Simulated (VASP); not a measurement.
Write the native input for VASP 6.6.1 that does the following.

| Property | Result |
| --- | --- |
| Task | electric field gradients |
| Functional | PBE |
| Potentials or basis | VASP PAW PBE potentials, release 64 (Hg_sv_GW) |
| Cutoff | 410 eV |
| k mesh | 12 × 12 × 12 |
| Occupations | fermi-dirac, width 0.03 eV |
| Spin | no spin polarisation |
| Dipole correction | no |
| Further INCAR settings | ALGO = Normal; EDIFF = 1e-08; NBANDS = 16 |

The structure of Hg lies in POSCAR:

```
Hg
1.0
    1.6949848368      0.9785999518      2.1887833115
   -1.6949848368      0.9785999518      2.1887833115
    0.0000000000     -1.9571999036      2.1887833115
Hg
1
Direct
    0.0000000000      0.0000000000      0.0000000000
```

The input as run:

INCAR

```
  PREC = Accurate
  ENCUT = 410
  EDIFF = 1E-8
  ISMEAR = -1
  SIGMA = 0.03
  LREAL = F
  LASPH = T
  NELM = 120
  ALGO = Normal
  ISIF = 2
  LWAVE = F
  LCHARG = F
  GGA = PE
  LEFG = T
  NBANDS = 16
  GGA_COMPAT = F
```

KPOINTS

```
Automatic mesh
0
Gamma
  12 12 12
```

Potentials or basis: VASP PAW PBE potentials, release 64 (Hg_sv_GW).

Command:

```console
$ cat potpaw_PBE.64/Hg_sv_GW/POTCAR > POTCAR
$ mpirun -np 1 vasp_std > vasp.out
```

Results of the run:

- Pressure: 7.2 GPa
- Band gap on the k mesh: zero (bands 10 and 11 overlap by 3.52 eV)
- Largest electric field gradient by atom: Hg -157.9 V/Å²

Caveat: the cell stands under pressure; without QUAD_EFG the Cq values of the log hold for a quadrupole moment of 1 mb, not for the nuclei; spin-orbit coupling is left out, which moves the levels of the heavy elements.

It took 26 s on 1 thread of Intel(R) Xeon(R) Platinum 8488C (Sapphire Rapids) (shared host), peak memory 0.17 GiB.
